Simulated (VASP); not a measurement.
The system is Au.

```
CELL_PARAMETERS angstrom
0.00000 2.00750 2.00750
2.00750 0.00000 2.00750
2.00750 2.00750 0.00000
ATOMIC_POSITIONS crystal
Au 0.00000 0.00000 0.00000
```

Base run:

- Program: VASP 6.6.1
- Functional: SVWN5
- Potentials or basis: VASP PAW PBE potentials, release 64 (Au)
- Cutoff: 520 eV
- k mesh: 11 × 11 × 11
- Occupations: fermi-dirac, width 0.05 eV
- Spin: no spin polarisation

Its results: pressure 4.6 GPa.

After a change of settings the same cell gave: pressure 23.9 GPa. Which change was it?
A. functional from SVWN5 to r2SCAN; dispersion from none to rVV10
B. functional from SVWN5 to r2SCAN
C. functional from SVWN5 to revPBE; dispersion from none to D3(BJ)
D. functional from SVWN5 to RPBE; further incar settings from ALGO = Normal; EDIFF = 1e-07; NBANDS = 12 to ALGO = Fast; EDIFF = 1e-07; NBANDS = 12

D.

Caveats: the PAW data sets were made with another functional, which shifts forces and pressure a little.
